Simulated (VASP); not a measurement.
Here is a VASP 6.6.1 calculation.

INCAR

```
SYSTEM = KMgF3
  ALGO = Normal
  EDIFF = 1E-6
  EDIFFG = -0.08
  ENCUT = 600
  GGA = PE
  IBRION = 2
  ISIF = 3
  ISMEAR = 0
  LASPH = .True.
  LCHARG = .False.
  LREAL = .False.
  LWAVE = .False.
  NELM = 100
  NSW = 36
  PREC = Accurate
  SIGMA = 0.15
```

File KPOINTS:

```
k-points
0
Gamma
  3 3 3
  0 0 0
```

Contents of POSCAR:

```
KMgF3
1.0
    2.4600976300      1.4203380300      5.1013573700
   -2.4600976300      1.4203380300      5.1013573700
    0.0000000000     -2.8406760600      5.1013573700
K Mg F
1 1 3
Direct
    0.8852766700      0.8852766700      0.8852766700
    0.3031155600      0.3031155600      0.3031155600
    0.4026557500      0.8259183600      0.4026557500
    0.4026557500      0.4026557500      0.8259183600
    0.8259183600      0.4026557500      0.4026557500
```

Potentials or basis: VASP PAW PBE potentials, release 64 (K_sv, Mg, F).

Command:

```console
$ cat potpaw_PBE.64/K_sv/POTCAR potpaw_PBE.64/Mg/POTCAR potpaw_PBE.64/F/POTCAR > POTCAR
$ mpirun -np 1 vasp_std > vasp.out
```

(1) Predict the space group after relaxing (to 0.1 Å).

(2) Predict the band gap on the k mesh.

(3) Predict the relaxed volume.

(4) What does it give for the relaxed cell?

## Answers

(1) Pm-3m (No. 221).

(2) 7.15 eV (least direct gap 7.30 eV).

(3) 13.20 Å³/atom.

(4) a = 4.041 Å, b = 4.041 Å, c = 4.041 Å, α = 89.50°, β = 89.50°, γ = 89.50°.

Caveat: the k points lie up to 0.52 Å⁻¹ apart in the final cell; the volume moved by over 15 % at a fixed basis, so the end points are rough.
